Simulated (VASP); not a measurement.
# Cd (P6_3/mmc) in VASP: a series of runs, part 2 of 3

VASP 6.6.1.

## (3) Electric field gradients, PBEsol (equal xx and yy strain of -3 %)

INCAR reads:

```
SYSTEM = Cd
PREC     = Accurate       ! precision mode
ENCUT    = 520            ! plane-wave cutoff, eV
EDIFF    = 1E-8           ! SCF threshold, eV
ISMEAR   = -1             ! smearing method
SIGMA    = 0.05           ! smearing width, eV
LREAL    = .FALSE.        ! projectors in reciprocal space
LASPH    = .TRUE.         ! aspherical terms in the spheres
NELM     = 100            ! most SCF steps
ALGO     = Normal         ! electronic algorithm
ISIF     = 2              ! what is computed and relaxed
LWAVE    = .FALSE.        ! write WAVECAR
LCHARG   = .FALSE.        ! write CHGCAR
GGA      = PS             ! functional
LEFG     = .TRUE.       
NBANDS   = 19             ! bands
```

KPOINTS reads:

```
Automatic mesh
0
G
  14 14 7
  0 0 0
```

POSCAR reads:

```
Cd
1.0
    2.8895063329      0.0000000000      0.0000000000
   -1.4447531664      2.5023858886      0.0000000000
    0.0000000000      0.0000000000      5.6176500000
Cd
2
Direct
    0.3333333333      0.6666666667      0.2500000000
    0.6666666667      0.3333333333      0.7500000000
```

Potentials or basis: VASP PAW PBE potentials, release 64 (Cd).

Started as:

```bash
> cat potpaw_PBE.64/Cd/POTCAR > POTCAR
> mpirun -np 1 vasp_std > vasp.out
```

OUTCAR:

```text
SYSTEM = Cd
   PREC = Accurate
   ENCUT = 520
   EDIFF = 1E-8
   ISMEAR = -1
   LREAL = .FALSE.
   LASPH = .TRUE.
   NELM = 100
   ISIF = 2
   GGA = PS

 ion  position               nearest neighbor table
   1  0.333  0.667  0.250-   2 3.27   2 3.27   2 3.27   2 3.27   2 3.27   2 3.27
   2  0.667  0.333  0.750-   1 3.27   1 3.27   1 3.27   1 3.27   1 3.27   1 3.27

  LATTYP: Found a hexagonal cell.
 ALAT       =     2.8895063329
 C/A-ratio  =     1.9441556283

  Lattice vectors:

 A1 = (   2.8895063329,   0.0000000000,   0.0000000000)
 A2 = (  -1.4447531664,   2.5023858886,   0.0000000000)
 A3 = (   0.0000000000,   0.0000000000,   5.6176500000)

Analysis of symmetry for initial positions (statically):
=====================================================================
 Subroutine PRICEL returns:
 Original cell was already a primitive cell.

 Routine SETGRP: Setting up the symmetry group for a
 hexagonal supercell.

 Subroutine GETGRP returns: Found 24 space group operations
 (whereof 12 operations were pure point group operations)
 out of a pool of 24 trial point group operations.

The static configuration has the point symmetry D_3d.
 The point group associated with its full space group is D_6h.

Analysis of symmetry for dynamics (positions and initial velocities):
=====================================================================
 Subroutine PRICEL returns:
 Original cell was already a primitive cell.

 Routine SETGRP: Setting up the symmetry group for a
 hexagonal supercell.

 Subroutine GETGRP returns: Found 24 space group operations
 (whereof 12 operations were pure point group operations)
 out of a pool of 24 trial point group operations.

The dynamic configuration has the point symmetry D_3d.
 The point group associated with its full space group is D_6h.

 Subroutine INISYM returns: Found 24 space group operations
 (whereof 12 operations are pure point group operations),
 and found     1 'primitive' translations

----------------------------------------------------------------------------------------

                                     Primitive cell

  volume of cell :      40.6193

  direct lattice vectors                    reciprocal lattice vectors
     2.889506333  0.000000000  0.000000000     0.346079878  0.199809311  0.000000000
    -1.444753166  2.502385889  0.000000000     0.000000000  0.399618622  0.000000000
     0.000000000  0.000000000  5.617650000     0.000000000  0.000000000  0.178010378

  length of vectors
     2.889506333  2.889506333  5.617650000     0.399618622  0.399618622  0.178010378

  position of ions in fractional coordinates (direct lattice)
     0.333333333  0.666666667  0.250000000
     0.666666667  0.333333333  0.750000000

  ion indices of the primitive-cell ions
   primitive index   ion index
                 1           1
                 2           2

[... 76 lines left out ...]
   NFREE  =      0    steps in history (QN), initial steepest desc. (CG)
   ISIF   =      2    stress and relaxation
   ISYM   =      2    0-nonsym 1-usesym 2-fastsym
   POTIM  = 0.5000    time-step for ionic-motion
   TEBEG  =    0.0;   TEEND  =   0.0 temperature during run
   PSTRESS=    0.0 pullay stress
   NELECT =      24.0000    total number of electrons
   NUPDOWN=      -1.0000    fix difference up-down
   EMIN   =  10.00;   EMAX   =-10.00  energy-range for DOS
   EFERMI =   0.00;   METHOD = LEGACY
   ISMEAR =    -1;   SIGMA  =   0.05  broadening in eV -4-tet -1-fermi 0-gaus
   EFERMI_NEDOS =   21; number of points for ismear=-14 and -15
   IALGO  =     38    algorithm
   IMIX   =      4    mixing-type and parameters
     AMIX     =   0.40;   BMIX     =  1.00
     AMIX_MAG =   1.60;   BMIX_MAG =  1.00
  volume/ion in A,a.u.               =      20.31       137.06
  Fermi-wavevector in a.u.,A,eV,Ry     =   1.373729  2.595971 25.675978  1.887131
  Thomas-Fermi vector in A             =   2.499220
   LORBIT       =      0    0 simple, 1 ext, 2 COOP (PROOUT), +10 PAW based schemes
   GGA     = PS    functional components
   LHFCALC =     F    Hartree Fock is set to
   AEXX    =    0.0000 exact exchange contribution
   IVDW    =     0    specifies the selected vdW correction
   LEPSILON=     F    determine dielectric tensor
   LRPA    =     F    only Hartree local field effects (RPA)
 non-spin polarized calculation
  energy-cutoff  :      520.00
  volume of cell :       40.62
 maximum number of plane-waves:      1143
 NGX is ok and might be reduce to    24
   NGX = 11   NGY = 11   NGZ = 21

 number of electron      24.0000000 magnetization

 Free energy of the ion-electron system (eV)
  ---------------------------------------------------
  ext. energy  EPLUGINS =         0.00000000
  ---------------------------------------------------
  free energy    TOTEN  =        -2.36100946 eV

  energy without entropy =       -2.35401492  energy(sigma->0) =       -2.35751219

 E-fermi :   3.2849     XC(G=0): -11.5296

 val. band max:        3.2831370065   @ k =   0.2857   0.2143   0.1429
 cond. band min:       3.2991216595   @ k =   0.1429   0.1429   0.1429
 fundamental gap:      0.0159846530
 Fermi energy:         3.2848633704

 k-point     1 :       0.0000    0.0000    0.0000
  band No.  band energies     occupation
      1      -6.9425      2.00000
      2      -6.7063      2.00000
      3      -6.1481      2.00000
      4      -6.1481      2.00000
      5      -6.0971      2.00000
      6      -6.0971      2.00000
[... 505 lines left out ...]
      6      -5.8948      2.00000
[... 11 lines left out ...]
     18       9.5332      0.00000
     19      11.4442      0.00000

 [... further k-points ...]

------------------------ aborting loop because EDIFF is reached ----------------------------------------

  FORCE on cell =-STRESS in cart. coord.  units (eV):
  Direction    XX          YY          ZZ          XY          YZ          ZX
  --------------------------------------------------------------------------------------
  -------------------------------------------------------------------------------------
  Total        1.2294106      1.2294106      0.3076366      0.0000000      0.0000000      0.0000000
  in kB       48.4925388     48.4925388     12.1343340      0.0000000      0.0000000      0.0000000
  external PRESSURE =      36.3731372 kB  Pullay stress =       0.0000000 kB

 VOLUME and BASIS-vectors are now :
 -----------------------------------------------------------------------------
  energy-cutoff  :      520.00
  volume of cell :       40.62
      direct lattice vectors                 reciprocal lattice vectors
     2.889506333  0.000000000  0.000000000     0.346079878  0.199809311  0.000000000
    -1.444753166  2.502385889  0.000000000     0.000000000  0.399618622  0.000000000
     0.000000000  0.000000000  5.617650000     0.000000000  0.000000000  0.178010378

 POSITION                                       TOTAL-FORCE (eV/Angst)
 -----------------------------------------------------------------------------------
     -0.00000      1.66826      1.40441         0.000000     -0.000000      0.000000
      1.44475      0.83413      4.21324        -0.000000      0.000000      0.000000
 -----------------------------------------------------------------------------------
    total drift:                               -0.000000      0.000000     -0.000000

  FREE ENERGIE OF THE ION-ELECTRON SYSTEM (eV)
  ---------------------------------------------------
  free  energy   TOTEN  =        -2.3610094633 eV

  energy  without entropy=       -2.3540149220  energy(sigma->0) =       -2.35751219

 Electric field gradients (V/A^2)
---------------------------------------------------------------------
 ion       V_xx      V_yy      V_zz      V_xy      V_xz      V_yz
---------------------------------------------------------------------
   1     -54.568   -54.567   109.135     0.001     0.000    -0.000
   2     -54.568   -54.567   109.135     0.001    -0.000     0.000
---------------------------------------------------------------------

 Electric field gradients after diagonalization (V/A^2)
 (convention: |V_zz| > |V_xx| > |V_yy|)
----------------------------------------------------------------------
 ion       V_xx      V_yy      V_zz     asymmetry (V_yy - V_xx)/ V_zz
----------------------------------------------------------------------
   1     -54.568   -54.567   109.135       0.000
   2     -54.568   -54.567   109.135       0.000
----------------------------------------------------------------------

           NMR quadrupolar parameters

 Cq : quadrupolar parameter    Cq=e*Q*V_zz/h
 eta: asymmetry parameters     (V_yy - V_xx)/ V_zz
 Q  : nuclear electric quadrupole moment in mb (millibarn)
----------------------------------------------------------------------
 ion       Cq(MHz)       eta       Q (mb)
----------------------------------------------------------------------
   1       0.264       0.000       1.000
   2       0.264       0.000       1.000
----------------------------------------------------------------------
```

It took 40 s on 1 thread of AMD EPYC 9R14 (Zen 4), shared host; peak memory 0.17 GiB.

What came out:

| Quantity | Value |
| --- | --- |
| Free energy | -2.3610 eV |
| Pressure | 3.6 GPa |
| Band gap on the k mesh | zero (bands 12 and 13 overlap by 4.90 eV) |
| Largest electric field gradient by atom | Cd +109.1 V/Å² |

Stress tensor (GPa, compression positive):
```
4.85 0.00 0.00
0.00 4.85 0.00
0.00 0.00 1.21
```

Electric field gradients, principal values (V/Å²):
| atom | least | middle | greatest (by size) |
| --- | --- | --- | --- |
| 1 Cd | -54.567 | -54.568 | 109.135 |
| 2 Cd | -54.567 | -54.568 | 109.135 |

Caveat: the cell differs from its parent crystal (equal xx and yy strain of -3 %); the cell stands under pressure; without QUAD_EFG the Cq values of the log hold for a quadrupole moment of 1 mb, not for the nuclei; the PAW data sets were made with another functional, which shifts forces and pressure a little.

## (4) Electric field gradients, PBEsol (20.72 Å³/atom)

This run uses another cell than the first one, of 20.72 Å³/atom.

INCAR reads:

```
SYSTEM = Cd
ALGO     = Normal         ! electronic algorithm
EDIFF    = 1E-8           ! SCF threshold, eV
ENCUT    = 520            ! plane-wave cutoff, eV
GGA      = PS             ! functional
ISIF     = 2              ! what is computed and relaxed
ISMEAR   = -1             ! smearing method
LASPH    = .TRUE.         ! aspherical terms in the spheres
LCHARG   = .FALSE.        ! write CHGCAR
LEFG     = .TRUE.       
LREAL    = .FALSE.        ! projectors in reciprocal space
LWAVE    = .FALSE.        ! write WAVECAR
NBANDS   = 19             ! bands
NELM     = 60             ! most SCF steps
PREC     = Accurate       ! precision mode
SIGMA    = 0.05           ! smearing width, eV
```

KPOINTS reads:

```
k-points
0
G
  14 14 7
  0 0 0
```

POSCAR reads:

```
Cd
1.0
    2.9386125390      0.0000000000      0.0000000000
   -1.4693062694      2.5449131106      0.0000000000
    0.0000000000      0.0000000000      5.5417265038
Cd
2
Direct
    0.3333333333      0.6666666667      0.2500000000
    0.6666666667      0.3333333333      0.7500000000
```

Potentials or basis: VASP PAW PBE potentials, release 64 (Cd).

Started as:

```bash
> cat potpaw_PBE.64/Cd/POTCAR > POTCAR
> mpirun -np 1 vasp_std > vasp.out
```

OUTCAR:

```text
SYSTEM = Cd
   EDIFF = 1E-8
   ENCUT = 520
   GGA = PS
   ISIF = 2
   ISMEAR = -1
   LASPH = .TRUE.
   LREAL = .FALSE.
   NELM = 60
   PREC = Accurate

 ion  position               nearest neighbor table
   1  0.333  0.667  0.250-   2 3.25   2 3.25   2 3.25   2 3.25   2 3.25   2 3.25
   2  0.667  0.333  0.750-   1 3.25   1 3.25   1 3.25   1 3.25   1 3.25   1 3.25

  LATTYP: Found a hexagonal cell.
 ALAT       =     2.9386125390
 C/A-ratio  =     1.8858309594

  Lattice vectors:

 A1 = (   2.9386125390,   0.0000000000,   0.0000000000)
 A2 = (  -1.4693062694,   2.5449131106,   0.0000000000)
 A3 = (   0.0000000000,   0.0000000000,   5.5417265038)

Analysis of symmetry for initial positions (statically):
=====================================================================
 Subroutine PRICEL returns:
 Original cell was already a primitive cell.

 Routine SETGRP: Setting up the symmetry group for a
 hexagonal supercell.
[... 719 lines left out ...]
  volume of cell :       41.44
      direct lattice vectors                 reciprocal lattice vectors
     2.938612539  0.000000000  0.000000000     0.340296649  0.196470362  0.000000000
    -1.469306269  2.544913111  0.000000000     0.000000000  0.392940724  0.000000000
     0.000000000  0.000000000  5.541726504     0.000000000  0.000000000  0.180449179

 POSITION                                       TOTAL-FORCE (eV/Angst)
 -----------------------------------------------------------------------------------
     -0.00000      1.69661      1.38543         0.000000     -0.000000      0.000000
      1.46931      0.84830      4.15629        -0.000000      0.000000      0.000000
 -----------------------------------------------------------------------------------
    total drift:                               -0.000000      0.000000      0.000000

  FREE ENERGIE OF THE ION-ELECTRON SYSTEM (eV)
  ---------------------------------------------------
  free  energy   TOTEN  =        -2.3877190008 eV

  energy  without entropy=       -2.3815886431  energy(sigma->0) =       -2.38465382

 Electric field gradients (V/A^2)
---------------------------------------------------------------------
 ion       V_xx      V_yy      V_zz      V_xy      V_xz      V_yz
---------------------------------------------------------------------
   1     -43.833   -43.831    87.665     0.001     0.000    -0.000
   2     -43.833   -43.831    87.665     0.001    -0.000     0.000
---------------------------------------------------------------------

 Electric field gradients after diagonalization (V/A^2)
 (convention: |V_zz| > |V_xx| > |V_yy|)
----------------------------------------------------------------------
 ion       V_xx      V_yy      V_zz     asymmetry (V_yy - V_xx)/ V_zz
----------------------------------------------------------------------
   1     -43.834   -43.831    87.665       0.000
   2     -43.834   -43.831    87.665       0.000
----------------------------------------------------------------------

           NMR quadrupolar parameters

 Cq : quadrupolar parameter    Cq=e*Q*V_zz/h
 eta: asymmetry parameters     (V_yy - V_xx)/ V_zz
 Q  : nuclear electric quadrupole moment in mb (millibarn)
----------------------------------------------------------------------
 ion       Cq(MHz)       eta       Q (mb)
----------------------------------------------------------------------
   1       0.212       0.000       1.000
   2       0.212       0.000       1.000
----------------------------------------------------------------------
```

OSZICAR:

```text
N       E                     dE             d eps       ncg     rms          rms(c)
DAV:   1     0.178217671458E+03    0.17822E+03   -0.13131E+04  3648   0.128E+03
DAV:   2     0.146837828460E+01   -0.17675E+03   -0.17027E+03  3768   0.337E+02
DAV:   3    -0.257072718748E+01   -0.40391E+01   -0.40317E+01  4164   0.584E+01
DAV:   4    -0.257778240505E+01   -0.70552E-02   -0.70548E-02  4052   0.231E+00
DAV:   5    -0.257780337729E+01   -0.20972E-04   -0.20972E-04  4061   0.123E-01    0.492E+00
DAV:   6    -0.240249454936E+01    0.17531E+00   -0.40049E-01  3987   0.790E+00    0.385E+00
DAV:   7    -0.238956129769E+01    0.12933E-01   -0.33282E-02  4048   0.173E+00    0.200E+00
DAV:   8    -0.238768463869E+01    0.18767E-02   -0.35848E-03  3915   0.743E-01    0.101E-01
DAV:   9    -0.238769828522E+01   -0.13647E-04   -0.24326E-05  4112   0.535E-02    0.452E-02
DAV:  10    -0.238771919932E+01   -0.20914E-04   -0.14637E-05  3957   0.405E-02    0.390E-03
DAV:  11    -0.238771912214E+01    0.77178E-07   -0.13318E-07  4018   0.368E-03    0.160E-03
DAV:  12    -0.238771898144E+01    0.14070E-06   -0.74802E-09  3011   0.724E-04    0.106E-03
DAV:  13    -0.238771899981E+01   -0.18371E-07   -0.83761E-10  2085   0.325E-04    0.273E-04
DAV:  14    -0.238771900079E+01   -0.98498E-09   -0.53767E-11  2049   0.744E-05
   1 F= -.23877190E+01 E0= -.23846538E+01  d E =-.613036E-02
```

Wall time 39 s (1 thread of AMD EPYC 9R14 (Zen 4), shared host); peak memory 0.17 GiB.

Results:

| Item | Value |
| --- | --- |
| Free energy | -2.3877 eV |
| Pressure | 1.4 GPa |
| Band gap on the k mesh | zero (bands 12 and 13 overlap by 4.34 eV) |
| Largest electric field gradient by atom | Cd +87.7 V/Å² |

Stress tensor (GPa, compression positive):
```
1.99 0.00 0.00
0.00 1.99 0.00
0.00 0.00 0.32
```

Levels at points of the mesh, in eV from the Fermi level:
```
           k point  band 9  band 10  band 11  band 12  band 13  band 14  band 15  band 16
(0.00, 0.00, 0.00)   -8.73    -8.45    -8.45    -3.27    -3.01    10.78    14.62    15.28
(0.50, 0.00, 0.00)   -8.17    -8.14    -2.48    -1.87     2.04     3.04     3.39     5.36
```

Electric field gradients, principal values (V/Å²):
| atom | least | middle | greatest (by size) |
| --- | --- | --- | --- |
| 1 Cd | -43.831 | -43.834 | 87.665 |
| 2 Cd | -43.831 | -43.834 | 87.665 |

Caveat: without QUAD_EFG the Cq values of the log hold for a quadrupole moment of 1 mb, not for the nuclei; the PAW data sets were made with another functional, which shifts forces and pressure a little.

(Continued in part 3 of 3.)

The gap in the log of VASP goes by the Fermi energy; the results here count the filled bands.